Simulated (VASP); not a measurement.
# Ir8CO (Iridium) in VASP: single point with RPBE

Aim: the single point of Ir8CO (Iridium) with RPBE.

Program: VASP 6.6.1. These are calculated values, not measurements. Logs are shortened: lines on timing, memory, paths and dates and some standing lists are left out, and cuts for length are marked.

**1. The cell of the first run**

The cell holds a slab with vacuum, 10 atoms: a = 5.496 Å, b = 2.748 Å, c = 26.881 Å, α = 90.00°, β = 90.00°, γ = 120.00°.

**2. Single point, RPBE**

Contents of INCAR:

```
  PREC = Accurate
  ENCUT = 520
  EDIFF = 1E-7
  ISMEAR = 0
  SIGMA = 0.1
  LREAL = F
  LASPH = T
  NELM = 100
  ALGO = Fast
  ISIF = 2
  LWAVE = F
  LCHARG = F
  LDIPOL = T
  IDIPOL = 3
  DIPOL = 0.5 0.5 0.485
  GGA = RP
  NBANDS = 52
```

Contents of KPOINTS:

```
Automatic mesh
0
Gamma
  6 12 1
```

Contents of POSCAR:

```
Ir8CO
1.0
    5.4960639608      0.0000000000      0.0000000000
   -1.3740159902      2.3798655054      0.0000000000
    0.0000000000      0.0000000000     26.8812761488
Ir C O
8 1 1
Direct
    0.3333333333      0.3333333333      0.3162052260
    0.8333333333      0.3333333333      0.3162052260
    0.6666666667      0.6666666667      0.3996744297
    0.1666666667      0.6666666667      0.3996744297
    0.0015085638      0.0015085638      0.4817611581
    0.5002558402      0.0002558402      0.4819831031
    0.3300497927      0.3300497927      0.5711737485
    0.8323898592      0.3323898592      0.5624808174
    0.3358900526      0.3358900526      0.6400119203
    0.3396655366      0.3396655366      0.6831457074
```

Potentials or basis: VASP PAW PBE potentials, release 64 (Ir, C, O).

Run with:

```
$ cat potpaw_PBE.64/Ir/POTCAR potpaw_PBE.64/C/POTCAR potpaw_PBE.64/O/POTCAR > POTCAR
$ mpirun -np 1 vasp_std > vasp.out
```

OUTCAR:

```text
PREC = Accurate
   ENCUT = 520
   EDIFF = 1E-7
   ISMEAR = 0
   LREAL = F
   LASPH = T
   NELM = 100
   ISIF = 2
   GGA = RP

 ion  position               nearest neighbor table
   1  0.333  0.333  0.316-   4 2.75   4 2.75   3 2.75   2 2.75   2 2.75   2 2.75   2 2.75
   2  0.833  0.333  0.316-   3 2.75   3 2.75   4 2.75   1 2.75   1 2.75   1 2.75   1 2.75
   3  0.667  0.667  0.400-   5 2.72   6 2.72   6 2.72   2 2.75   2 2.75   1 2.75   4 2.75   4 2.75
                             4 2.75   4 2.75
   4  0.167  0.667  0.400-   5 2.72   5 2.72   6 2.72   1 2.75   1 2.75   2 2.75   3 2.75   3 2.75
                             3 2.75   3 2.75
   5  0.002  0.002  0.482-   8 2.69   8 2.69   4 2.72   4 2.72   3 2.72   6 2.74   6 2.74   6 2.75
                             6 2.75   7 2.87
   6  0.500  0.000  0.482-   8 2.68   3 2.72   3 2.72   4 2.72   5 2.74   5 2.74   5 2.75   5 2.75
                             7 2.88   7 2.88
   7  0.330  0.330  0.571-   9 1.85   8 2.75   8 2.75   8 2.77   8 2.77   5 2.87   6 2.88   6 2.88

   8  0.832  0.332  0.562-   6 2.68   5 2.69   5 2.69   7 2.75   7 2.75   7 2.77   7 2.77
   9  0.336  0.336  0.640-  10 1.16   7 1.85
  10  0.340  0.340  0.683-   9 1.16

  Warning from LATTYP: Monoclinic adjustment (A1->A3, A2->A1, A3->A2)!
  LATTYP: Found a simple orthorhombic cell.
 ALAT       =     2.7480319804
 B/A-ratio  =     1.7320508076
 C/A-ratio  =     9.7820099405

  Lattice vectors:

 A1 = (   1.3740159902,  -2.3798655054,   0.0000000000)
 A2 = (   4.1220479706,   2.3798655054,   0.0000000000)
 A3 = (   0.0000000000,   0.0000000000,  26.8812761488)

Analysis of symmetry for initial positions (statically):
=====================================================================
 Subroutine PRICEL returns:
 Original cell was already a primitive cell.

 Routine SETGRP: Setting up the symmetry group for a
 simple orthorhombic supercell.

 Subroutine GETGRP returns: Found  2 space group operations
 (whereof  2 operations were pure point group operations)
 out of a pool of  8 trial point group operations.

The static configuration has the point symmetry C_1h.

Analysis of symmetry for dynamics (positions and initial velocities):
=====================================================================
 Subroutine PRICEL returns:
 Original cell was already a primitive cell.

 Routine SETGRP: Setting up the symmetry group for a
 simple orthorhombic supercell.

 Subroutine GETGRP returns: Found  2 space group operations
 (whereof  2 operations were pure point group operations)
 out of a pool of  8 trial point group operations.

The dynamic configuration has the point symmetry C_1h.

 Subroutine INISYM returns: Found  2 space group operations
 (whereof  2 operations are pure point group operations),
 and found     1 'primitive' translations

----------------------------------------------------------------------------------------

                                     Primitive cell

  volume of cell :     351.6042

  direct lattice vectors                    reciprocal lattice vectors
     5.496063961  0.000000000  0.000000000     0.181948392  0.105047953  0.000000000
    -1.374015990  2.379865505  0.000000000     0.000000000  0.420191812  0.000000000
     0.000000000  0.000000000 26.881276149     0.000000000  0.000000000  0.037200615

  length of vectors
     5.496063961  2.748031980 26.881276149     0.210095906  0.420191812  0.037200615

  position of ions in fractional coordinates (direct lattice)
     0.333333333  0.333333333  0.316205226
     0.833333333  0.333333333  0.316205226
     0.666666667  0.666666667  0.399674430
     0.166666667  0.666666667  0.399674430
     0.001508564  0.001508564  0.481761158
     0.500255840  0.000255840  0.481983103
     0.330049793  0.330049793  0.571173749
     0.832389859  0.332389859  0.562480817
     0.335890053  0.335890053  0.640011920
     0.339665537  0.339665537  0.683145707

  ion indices of the primitive-cell ions
   primitive index   ion index
                 1           1
                 2           2
                 3           3
                 4           4
                 5           5
                 6           6
                 7           7
                 8           8
                 9           9
                10          10

----------------------------------------------------------------------------------------

 KPOINTS: Automatic mesh

Automatic generation of k-mesh.
 Grid dimensions read from file:
 generate k-points for:    6   12    1

 Generating k-lattice:

  Cartesian coordinates                     Fractional coordinates (reciprocal lattice)
     0.030324732  0.017507992  0.000000000     0.166666667  0.000000000  0.000000000
     0.000000000  0.035015984  0.000000000     0.000000000  0.083333333  0.000000000
     0.000000000  0.000000000  0.037200615     0.000000000  0.000000000  1.000000000

  Length of vectors
     0.035015984  0.035015984  0.037200615

  Shift w.r.t. Gamma in fractional coordinates (k-lattice)
     0.000000000  0.000000000  0.000000000

 Subroutine IBZKPT returns following result:
 ===========================================

 Found     25 irreducible k-points:

 Following reciprocal coordinates:
            Coordinates               Weight
  0.000000  0.000000  0.000000      1.000000
  0.166667  0.000000  0.000000      2.000000
  0.333333 -0.000000  0.000000      2.000000
  0.500000  0.000000  0.000000      1.000000
  0.000000  0.083333  0.000000      4.000000
  0.166667  0.083333  0.000000      4.000000
[... 16 lines left out ...]
  0.166667  0.500000  0.000000      2.000000
  0.333333  0.500000  0.000000      2.000000
   k-points           NKPTS =     25   k-points in BZ     NKDIM =     25   number of bands    NBANDS=     52
   number of dos      NEDOS =    301   number of ions     NIONS =     10
   total plane-waves  NPLWV = 168000
   dimension x,y,z NGX =    42 NGY =   20 NGZ =  200
   dimension x,y,z NGXF=    84 NGYF=   40 NGZF=  400
   ions per type =               8   1   1
   NGX,Y,Z   is equivalent  to a cutoff of  12.70, 12.10, 12.37 a.u.
   NGXF,Y,Z  is equivalent  to a cutoff of  25.41, 24.20, 24.74 a.u.
 SYSTEM =  unknown system
   PREC   = accura    normal or accurate (medium, high low for compatibility)
   ISTART =      0    job   : 0-new  1-cont  2-samecut
   ICHARG =      2    charge: 1-file 2-atom 10-const
   ISPIN  =      1    spin polarized calculation?
   LNONCOLLINEAR =      F non collinear calculations
   LSORBIT =      F    spin-orbit coupling
   LASPH  =      T    aspherical Exc in radial PAW
   ENCUT  =  520.0 eV  38.22 Ry    6.18 a.u.  10.22  5.11 49.98*2*pi/ulx,y,z
   NELM   =    100;   NELMIN=  2; NELMDL= -5     # of ELM steps
   EDIFF  = 0.1E-06   stopping-criterion for ELM
   LREAL  =      F    real-space projection
   EDIFFG = 0.1E-05   stopping-criterion for IOM
   NSW    =      0    number of steps for IOM
   IBRION =     -1    ionic relax: 0-MD 1-quasi-New 2-CG
   NFREE  =      0    steps in history (QN), initial steepest desc. (CG)
   ISIF   =      2    stress and relaxation
   ISYM   =      2    0-nonsym 1-usesym 2-fastsym
   POTIM  = 0.5000    time-step for ionic-motion
   TEBEG  =    0.0;   TEEND  =   0.0 temperature during run
   PSTRESS=    0.0 pullay stress
   NELECT =      82.0000    total number of electrons
   NUPDOWN=      -1.0000    fix difference up-down
   EMIN   =  10.00;   EMAX   =-10.00  energy-range for DOS
   EFERMI =   0.00;   METHOD = LEGACY
   ISMEAR =     0;   SIGMA  =   0.10  broadening in eV -4-tet -1-fermi 0-gaus
   EFERMI_NEDOS =   21; number of points for ismear=-14 and -15
   IALGO  =     68    algorithm
   IMIX   =      4    mixing-type and parameters
     AMIX     =   0.40;   BMIX     =  1.00
     AMIX_MAG =   1.60;   BMIX_MAG =  1.00
  volume/ion in A,a.u.               =      35.16       237.27
  Fermi-wavevector in a.u.,A,eV,Ry     =   1.007693  1.904263 13.815961  1.015444
  Thomas-Fermi vector in A             =   2.140513
   LORBIT       =      0    0 simple, 1 ext, 2 COOP (PROOUT), +10 PAW based schemes
   GGA     = RP    functional components
   LHFCALC =     F    Hartree Fock is set to
   AEXX    =    0.0000 exact exchange contribution
   IVDW    =     0    specifies the selected vdW correction
   LEPSILON=     F    determine dielectric tensor
   LRPA    =     F    only Hartree local field effects (RPA)
 non-spin polarized calculation
 RMM-DIIS sequential band-by-band and
 Gauss-broadening in eV      SIGMA  =   0.10
  energy-cutoff  :      520.00
  volume of cell :      351.60
 maximum number of plane-waves:      9518
 NGX is ok and might be reduce to    42
   NGX = 21   NGY = 11   NGZ = 99

 dipolmoment           0.000000      0.000000     -0.026556 electrons x Angstroem

 number of electron      82.0000002 magnetization

 dipolmoment           0.000000      0.000000      0.038882 electrons x Angstroem

 Free energy of the ion-electron system (eV)
  ---------------------------------------------------
  ext. energy  EPLUGINS =         0.00000000
  ---------------------------------------------------
  free energy    TOTEN  =       -78.05396678 eV

  energy without entropy =      -78.01870913  energy(sigma->0) =      -78.03633795

 E-fermi :   0.0211     XC(G=0):  -5.8541

 val. band max:        0.0082052652   @ k =   0.1667   0.2500   0.0000
 cond. band min:       0.0329373810   @ k =   0.5000   0.0000   0.0000
 fundamental gap:      0.0247321158
 Fermi energy:         0.0211467045

 k-point     1 :       0.0000    0.0000    0.0000
  band No.  band energies     occupation
      1     -23.7390      2.00000
      2     -10.6342      2.00000
      3      -9.8949      2.00000
      4      -8.5199      2.00000
      5      -7.5012      2.00000
      6      -7.4207      2.00000
[... 44 lines left out ...]
     51       2.0580      0.00000
     52       3.0389      0.00000
[... 1263 lines left out ...]
     51       3.7266      0.00000
     52       4.6073      0.00000

 [... further k-points ...]

------------------------ aborting loop because EDIFF is reached ----------------------------------------

 vacuum level on the upper side and lower side of the slab       (xc-potential included)         0.223        -0.350

  FORCE on cell =-STRESS in cart. coord.  units (eV):
  Direction    XX          YY          ZZ          XY          YZ          ZX
  --------------------------------------------------------------------------------------
  -------------------------------------------------------------------------------------
  Total       -4.9524225     -3.7440766     -0.4524675     -1.0464583      0.0138552      0.0240036
  in kB      -22.5670192    -17.0608724     -2.0617874     -4.7684630      0.0631349      0.1093789
  external PRESSURE =     -13.8965597 kB  Pullay stress =       0.0000000 kB

 VOLUME and BASIS-vectors are now :
 -----------------------------------------------------------------------------
  energy-cutoff  :      520.00
  volume of cell :      351.60
      direct lattice vectors                 reciprocal lattice vectors
     5.496063961  0.000000000  0.000000000     0.181948392  0.105047953  0.000000000
    -1.374015990  2.379865505  0.000000000     0.000000000  0.420191812  0.000000000
     0.000000000  0.000000000 26.881276149     0.000000000  0.000000000  0.037200615

 POSITION                                       TOTAL-FORCE (eV/Angst)
 -----------------------------------------------------------------------------------
      1.37402      0.79329      8.50000        -0.001990     -0.001149      0.444987
      4.12205      0.79329      8.50000         0.001067      0.000616      0.376495
      2.74803      1.58658     10.74376        -0.061220     -0.035346     -0.758342
      0.00000      1.58658     10.74376         0.060974      0.035203     -0.117579
      0.00622      0.00359     12.95035         0.003697      0.002134      0.009266
      2.74909      0.00061     12.95632        -0.003063     -0.001768      0.017232
      1.36048      0.78547     15.35388         0.001090      0.000629     -0.228767
      4.11816      0.79104     15.12020        -0.002725     -0.001574      0.022626
      1.38455      0.79937     17.20434        -0.009901     -0.005716     -0.548894
      1.40012      0.80836     18.36383         0.012073      0.006970      0.782976
 -----------------------------------------------------------------------------------
    total drift:                               -0.000043     -0.000050      0.001171

  FREE ENERGIE OF THE ION-ELECTRON SYSTEM (eV)
  ---------------------------------------------------
  free  energy   TOTEN  =       -78.0539667783 eV

  energy  without entropy=      -78.0187091281  energy(sigma->0) =      -78.03633795

 vacuum level on the upper side and lower side of the slab         5.851         5.299
```

It took 18 min on 1 thread of Intel Xeon 6975P-C (Granite Rapids), shared host; peak memory 0.65 GiB.

What came out:

```
Free energy            : -78.0540 eV
Largest force          : 0.783 eV/Å
Band gap on the k mesh : zero (band 41 reaches 1.12 eV, above the bottom of band 42 at -0.81 eV)
```

Forces on the atoms (eV/Å):
```
Ir  -0.002 -0.001  0.445
Ir   0.001  0.001  0.376
Ir  -0.061 -0.035 -0.758
Ir   0.061  0.035 -0.118
Ir   0.004  0.002  0.009
Ir  -0.003 -0.002  0.017
Ir   0.001  0.001 -0.229
Ir  -0.003 -0.002  0.023
C   -0.010 -0.006 -0.549
O    0.012  0.007  0.783
```

Caveat: the PAW data sets were made with another functional, which shifts forces and pressure a little; spin-orbit coupling is left out, which moves the levels of the heavy elements.
